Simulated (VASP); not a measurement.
The system is Al.

```
Al
1.0
    -1.39711    1.42811    2.06167
     1.39711   -1.42811    2.06167
     1.39711    1.42811   -2.06167
Al
1
Direct
  0.00000 0.50000 0.50000
```

The cell was built from a structure type or drawn by symmetry, and may not be a known phase.

```yaml
Program: VASP 6.6.1
Task: relaxation of cell and atoms
Functional: PBE
Potentials_or_basis: VASP PAW PBE potentials, release 64 (Al)
Cutoff: 600 eV
k_mesh: 28 × 28 × 28
Occupations: gaussian, width 0.1 eV
Spin: no spin polarisation
```

At the start: pressure 0.2 GPa; volume 16.45 Å³/atom.

**Question.** How do energy, volume and symmetry change on relaxing?

**Answer.** Over 7 steps the energy falls by 2.1 meV/atom and the volume is 16.47 Å³/atom (+0.1 %); space group I4/mmm (No. 139, to 0.1 Å) before, Fm-3m (No. 225, to 0.1 Å).

The path:
```csv
step,energy change (eV),largest force (eV/Å),pressure (GPa),volume (Å³)
1,0.0000,0.0000,0.24,16.45
2,-0.0011,0.0000,-0.08,16.51
3,-0.0016,0.0000,-0.55,16.60
4,-0.0020,0.0000,0.16,16.45
5,-0.0020,0.0000,0.13,16.46
6,-0.0021,0.0000,0.09,16.46
7,-0.0021,0.0000,0.05,16.47
```

Final structure:
```
CELL_PARAMETERS angstrom
-1.42994 1.42660 2.01877
1.42994 -1.42660 2.01877
1.42994 1.42660 -2.01877
ATOMIC_POSITIONS crystal
Al 0.00000 0.50000 0.50000
```
